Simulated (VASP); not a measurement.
# Co2PtO4 in VASP: single point with PBE

Aim: the single point of Co2PtO4 with PBE.

All numbers are computed with VASP 6.6.1; they aren't measurements. Logs are shortened: lines on timing, memory, paths and dates and some standing lists are left out, and cuts for length are marked.

### Step 1. The cell of the first run

The cell holds a slab with vacuum, 7 atoms: a = 2.825 Å, b = 2.825 Å, c = 22.879 Å, α = 90.00°, β = 90.00°, γ = 120.00°.

### Step 2. Single point, PBE, collinear spin, ferromagnetic start

File INCAR:

```
ALGO = Normal ; DIPOL = 0.5 0.5 0.500
EDIFF = 1E-6 ; ENCUT = 520
GGA = PE ; IDIPOL = 3
ISIF = 2 ; ISMEAR = -1
ISPIN = 2 ; LASPH = T
LCHARG = F ; LDIPOL = T
LMAXMIX = 4 ; LORBIT = 11
LREAL = F ; LWAVE = F
MAGMOM = 0 0 0 0 2 2 0 ; NBANDS = 39
NELM = 150 ; PREC = Accurate
SIGMA = 0.05
```

File KPOINTS:

```
k-points
0
Gamma
  11 11 1
```

File POSCAR:

```
Co2PtO4
1.0
    2.8245398345      0.0000000000      0.0000000000
   -1.4122699173      2.4461232507      0.0000000000
    0.0000000000      0.0000000000     22.8788124025
O Co Pt
4 2 1
Direct
    0.0000000000      0.0000000000      0.3278142182
    0.6666666667      0.3333333333      0.4125836222
    0.6666666667      0.3333333333      0.5874163778
    0.3333333333      0.6666666667      0.6721857818
    0.3333333333      0.6666666667      0.3701989202
    0.0000000000      0.0000000000      0.6298010798
    0.6666666667      0.3333333333      0.5000000000
```

Potentials or basis: VASP PAW PBE potentials, release 64 (O, Co, Pt).

The run is started by

```console
cat potpaw_PBE.64/O/POTCAR potpaw_PBE.64/Co/POTCAR potpaw_PBE.64/Pt/POTCAR > POTCAR
mpirun -np 1 vasp_std > vasp.out
```

OUTCAR:

```text
EDIFF = 1E-6
   ENCUT = 520
   GGA = PE
   ISIF = 2
   ISMEAR = -1
   ISPIN = 2
   LASPH = T
   LORBIT = 11
   LREAL = F
   NELM = 150
   PREC = Accurate

 ion  position               nearest neighbor table
   1  0.000  0.000  0.328-   5 1.90   5 1.90   5 1.90
   2  0.667  0.333  0.413-   5 1.90   5 1.90   5 1.90   7 2.00
   3  0.667  0.333  0.587-   6 1.90   6 1.90   6 1.90   7 2.00
   4  0.333  0.667  0.672-   6 1.90   6 1.90   6 1.90
   5  0.333  0.667  0.370-   2 1.90   2 1.90   1 1.90   1 1.90   1 1.90   2 1.90
   6  0.000  0.000  0.630-   4 1.90   3 1.90   4 1.90   3 1.90   4 1.90   3 1.90
   7  0.667  0.333  0.500-   2 2.00   3 2.00

  LATTYP: Found a hexagonal cell.
 ALAT       =     2.8245398345
 C/A-ratio  =     8.1000140706

  Lattice vectors:

 A1 = (   2.8245398345,   0.0000000000,   0.0000000000)
 A2 = (  -1.4122699173,   2.4461232507,   0.0000000000)
 A3 = (   0.0000000000,   0.0000000000,  22.8788124025)

Analysis of symmetry for initial positions (statically):
=====================================================================
 Subroutine PRICEL returns:
 Original cell was already a primitive cell.

 Routine SETGRP: Setting up the symmetry group for a
 hexagonal supercell.

 Subroutine GETGRP returns: Found 12 space group operations
 (whereof  6 operations were pure point group operations)
 out of a pool of 24 trial point group operations.

The static configuration has the point symmetry C_3v.
 The point group associated with its full space group is D_3d.

Analysis of symmetry for dynamics (positions and initial velocities):
=====================================================================
 Subroutine PRICEL returns:
 Original cell was already a primitive cell.

 Routine SETGRP: Setting up the symmetry group for a
 hexagonal supercell.

 Subroutine GETGRP returns: Found 12 space group operations
 (whereof  6 operations were pure point group operations)
 out of a pool of 24 trial point group operations.

The dynamic configuration has the point symmetry C_3v.
 The point group associated with its full space group is D_3d.

Analysis of structural, dynamic, and magnetic symmetry:
=====================================================================
 Subroutine PRICEL returns:
 Original cell was already a primitive cell.

 Routine SETGRP: Setting up the symmetry group for a
 hexagonal supercell.

 Subroutine GETGRP returns: Found 12 space group operations
 (whereof  6 operations were pure point group operations)
 out of a pool of 24 trial point group operations.

The overall configuration has the point symmetry C_3v.
 The point group associated with its full space group is D_3d.

 Subroutine INISYM returns: Found 12 space group operations
 (whereof  6 operations are pure point group operations),
 and found     1 'primitive' translations

----------------------------------------------------------------------------------------

                                     Primitive cell

  volume of cell :     158.0737

  direct lattice vectors                    reciprocal lattice vectors
     2.824539834  0.000000000  0.000000000     0.354039971  0.204405072  0.000000000
    -1.412269917  2.446123251  0.000000000     0.000000000  0.408810145  0.000000000
     0.000000000  0.000000000 22.878812402     0.000000000  0.000000000  0.043708562

  length of vectors
     2.824539834  2.824539835 22.878812402     0.408810145  0.408810145  0.043708562

  position of ions in fractional coordinates (direct lattice)
     0.000000000  0.000000000  0.327814218
     0.666666667  0.333333333  0.412583622
     0.666666667  0.333333333  0.587416378
     0.333333333  0.666666667  0.672185782
     0.333333333  0.666666667  0.370198920
     0.000000000  0.000000000  0.629801080
     0.666666667  0.333333333  0.500000000

  ion indices of the primitive-cell ions
   primitive index   ion index
                 1           1
                 2           2
                 3           3
                 4           4
                 5           5
                 6           6
[... 50 lines left out ...]
   dimension x,y,z NGXF=    48 NGYF=   48 NGZF=  360
   ions per type =               4   2   1
   NGX,Y,Z   is equivalent  to a cutoff of  14.13, 14.13, 13.08 a.u.
   NGXF,Y,Z  is equivalent  to a cutoff of  28.25, 28.25, 26.16 a.u.
 SYSTEM =  unknown system
   PREC   = accura    normal or accurate (medium, high low for compatibility)
   ISTART =      0    job   : 0-new  1-cont  2-samecut
   ICHARG =      2    charge: 1-file 2-atom 10-const
   ISPIN  =      2    spin polarized calculation?
   LNONCOLLINEAR =      F non collinear calculations
   LSORBIT =      F    spin-orbit coupling
   LASPH  =      T    aspherical Exc in radial PAW
   ENCUT  =  520.0 eV  38.22 Ry    6.18 a.u.   5.25  5.25 42.54*2*pi/ulx,y,z
   NELM   =    150;   NELMIN=  2; NELMDL= -5     # of ELM steps
   EDIFF  = 0.1E-05   stopping-criterion for ELM
   LREAL  =      F    real-space projection
   EDIFFG = 0.1E-04   stopping-criterion for IOM
   NSW    =      0    number of steps for IOM
   IBRION =     -1    ionic relax: 0-MD 1-quasi-New 2-CG
   NFREE  =      0    steps in history (QN), initial steepest desc. (CG)
   ISIF   =      2    stress and relaxation
   ISYM   =      2    0-nonsym 1-usesym 2-fastsym
   POTIM  = 0.5000    time-step for ionic-motion
   TEBEG  =    0.0;   TEEND  =   0.0 temperature during run
   PSTRESS=    0.0 pullay stress
   NELECT =      52.0000    total number of electrons
   NUPDOWN=      -1.0000    fix difference up-down
   EMIN   =  10.00;   EMAX   =-10.00  energy-range for DOS
   EFERMI =   0.00;   METHOD = LEGACY
   ISMEAR =    -1;   SIGMA  =   0.05  broadening in eV -4-tet -1-fermi 0-gaus
   EFERMI_NEDOS =   21; number of points for ismear=-14 and -15
   IALGO  =     38    algorithm
   IMIX   =      4    mixing-type and parameters
     AMIX     =   0.40;   BMIX     =  1.00
     AMIX_MAG =   1.60;   BMIX_MAG =  1.00
  volume/ion in A,a.u.               =      22.58       152.39
  Fermi-wavevector in a.u.,A,eV,Ry     =   1.130115  2.135608 17.376826  1.277161
  Thomas-Fermi vector in A             =   2.266811
   LORBIT       =     11    0 simple, 1 ext, 2 COOP (PROOUT), +10 PAW based schemes
   GGA     = PE    functional components
   LHFCALC =     F    Hartree Fock is set to
   AEXX    =    0.0000 exact exchange contribution
   IVDW    =     0    specifies the selected vdW correction
   LEPSILON=     F    determine dielectric tensor
   LRPA    =     F    only Hartree local field effects (RPA)
 spin polarized calculation
  energy-cutoff  :      520.00
  volume of cell :      158.07
 maximum number of plane-waves:      4284
 NGX is ok and might be reduce to    24
   NGX = 11   NGY = 11   NGZ = 85

 dipolmoment           0.000000      0.000000      0.000000 electrons x Angstroem

 number of electron      52.0000009 magnetization       0.8953773

 dipolmoment           0.000000      0.000000     -0.000000 electrons x Angstroem

 Free energy of the ion-electron system (eV)
  ---------------------------------------------------
  ext. energy  EPLUGINS =         0.00000000
  ---------------------------------------------------
  free energy    TOTEN  =       -46.01950132 eV

  energy without entropy =      -45.97986703  energy(sigma->0) =      -45.99968418

 E-fermi :  -1.3976     XC(G=0):  -5.7966

 val. band max:       -1.4005806397   @ k =   0.3636   0.2727   0.0000
 cond. band min:      -1.3807644383   @ k =   0.2727   0.2727   0.0000
 fundamental gap:      0.0198162014
 Fermi energy:        -1.3975723619

 spin component 1

 k-point     1 :       0.0000    0.0000    0.0000
  band No.  band energies     occupation
      1     -21.9800      1.00000
      2     -21.7552      1.00000
      3     -19.5420      1.00000
      4     -19.4445      1.00000
      5      -9.5779      1.00000
      6      -8.1383      1.00000
[... 645 lines left out ...]
     37      12.4107      0.00000
     38      12.4494      0.00000
 Fermi energy:        -1.3975723619

 spin component 2

 k-point     1 :       0.0000    0.0000    0.0000
  band No.  band energies     occupation
      1     -21.9330      1.00000
      2     -21.7046      1.00000
      3     -19.4407      1.00000
      4     -19.3453      1.00000
      5      -9.5112      1.00000
      6      -8.1336      1.00000
[... 645 lines left out ...]
     37      12.4590      0.00000
     38      12.5249      0.00000
 [bands above 38 left out]

------------------------ aborting loop because EDIFF is reached ----------------------------------------

 vacuum level on the upper side and lower side of the slab       (xc-potential included)         0.002         0.002

  FORCE on cell =-STRESS in cart. coord.  units (eV):
  Direction    XX          YY          ZZ          XY          YZ          ZX
  --------------------------------------------------------------------------------------
  -------------------------------------------------------------------------------------
  Total        0.3656606      0.3656606      0.4009945     -0.0000000      0.0000000      0.0000000
  in kB        3.7062031      3.7062031      4.0643353     -0.0000000      0.0000000      0.0000000
  external PRESSURE =       3.8255805 kB  Pullay stress =       0.0000000 kB

 VOLUME and BASIS-vectors are now :
 -----------------------------------------------------------------------------
  energy-cutoff  :      520.00
  volume of cell :      158.07
      direct lattice vectors                 reciprocal lattice vectors
     2.824539834  0.000000000  0.000000000     0.354039971  0.204405072  0.000000000
    -1.412269917  2.446123251  0.000000000     0.000000000  0.408810145  0.000000000
     0.000000000  0.000000000 22.878812402     0.000000000  0.000000000  0.043708562

 POSITION                                       TOTAL-FORCE (eV/Angst)
 -----------------------------------------------------------------------------------
      0.00000      0.00000      7.50000        -0.000000     -0.000000      1.050501
      1.41227      0.81537      9.43942        -0.000000      0.000000      0.347013
      1.41227      0.81537     13.43939         0.000000     -0.000000     -0.347013
     -0.00000      1.63075     15.37881         0.000000      0.000000     -1.050501
     -0.00000      1.63075      8.46971        -0.000000      0.000000     -1.712508
      0.00000      0.00000     14.40910         0.000000     -0.000000      1.712508
      1.41227      0.81537     11.43941         0.000000      0.000000      0.000000
 -----------------------------------------------------------------------------------
    total drift:                               -0.000000      0.000000     -0.000000

  FREE ENERGIE OF THE ION-ELECTRON SYSTEM (eV)
  ---------------------------------------------------
  free  energy   TOTEN  =       -46.0195013204 eV

  energy  without entropy=      -45.9798670329  energy(sigma->0) =      -45.99968418

 vacuum level on the upper side and lower side of the slab         6.289         6.289

 total charge

# of ion       s       p       d       tot
------------------------------------------
    1        1.588   3.323   0.000   4.910
    2        1.560   3.462   0.000   5.022
    3        1.560   3.462   0.000   5.022
    4        1.588   3.323   0.000   4.910
    5        0.443   0.684   7.277   8.404
    6        0.443   0.684   7.277   8.404
    7        0.651   0.574   7.991   9.216
--------------------------------------------------
tot          7.833  15.511  22.544  45.888

 magnetization (x)

# of ion       s       p       d       tot
------------------------------------------
    1        0.001   0.065   0.000   0.066
    2        0.000   0.021   0.000   0.022
    3        0.000   0.021   0.000   0.022
    4        0.001   0.065   0.000   0.066
    5        0.003   0.006   0.331   0.341
    6        0.003   0.006   0.331   0.341
    7        0.001   0.001   0.004   0.006
--------------------------------------------------
tot          0.010   0.187   0.666   0.862
```

It took 6 min on 1 thread of Intel Xeon Platinum 8375C at 2.90GHz (Ice Lake), shared host; peak memory 0.47 GiB.

Results:

| Item | Value |
| --- | --- |
| Free energy | -46.0195 eV |
| Largest force | 1.713 eV/Å |
| Net moment | 0.90 μB per cell |
| Site moments | O +0.07, +0.02; Co +0.34; Pt +0.01 μB |
| Valence electrons inside the program's atomic spheres | O 4.91, 5.02; Co 8.40; Pt 9.22 |

Forces on the atoms (eV/Å):
```
O    0.000  0.000  1.051
O    0.000  0.000  0.347
O    0.000  0.000 -0.347
O    0.000  0.000 -1.051
Co   0.000  0.000 -1.713
Co   0.000  0.000  1.713
Pt   0.000  0.000  0.000
```

Caveat: spin-orbit coupling is left out, which moves the levels of the heavy elements; semilocal functionals often make such compounds metallic where correlation or magnetic order opens a gap, which also shifts bond lengths. With open d or f shells a metallic result of PBE can be an artefact of self-interaction; +U or a hybrid may open a gap.
